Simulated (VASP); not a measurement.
A run of VASP 6.6.1:

The input INCAR:

```
PREC = Accurate
ENCUT = 520
EDIFF = 1E-7
ISMEAR = 0
SIGMA = 0.01
LREAL = F
LASPH = T
NELM = 100
ALGO = Normal
ISIF = 2
LWAVE = F
LCHARG = F
GGA = PE
NBANDS = 15
```

The input KPOINTS:

```
Automatic mesh
0
Gamma
  6 6 6
```

Contents of POSCAR:

```
RbBr
1.0
    0.0000000000      3.4270000000      3.4270000000
    3.4270000000      0.0000000000      3.4270000000
    3.4270000000      3.4270000000      0.0000000000
Rb Br
1 1
Direct
    0.0000000000      0.0000000000      0.0000000000
    0.5000000000      0.5000000000      0.5000000000
```

Potentials or basis: VASP PAW PBE potentials, release 64 (Rb_sv, Br).

Command:

```bash
$ cat potpaw_PBE.64/Rb_sv/POTCAR potpaw_PBE.64/Br/POTCAR > POTCAR
$ mpirun -np 1 vasp_std > vasp.out
```

Hardware: 1 thread of Intel Xeon 8259CL, with other jobs on the host.

Problem. How long does it take, and how much memory?

Solution. Run time: 40 s on 1 thread of Intel Xeon 8259CL (shared host), peak memory 0.21 GiB. Counts: scf iterations 14, k points 16.
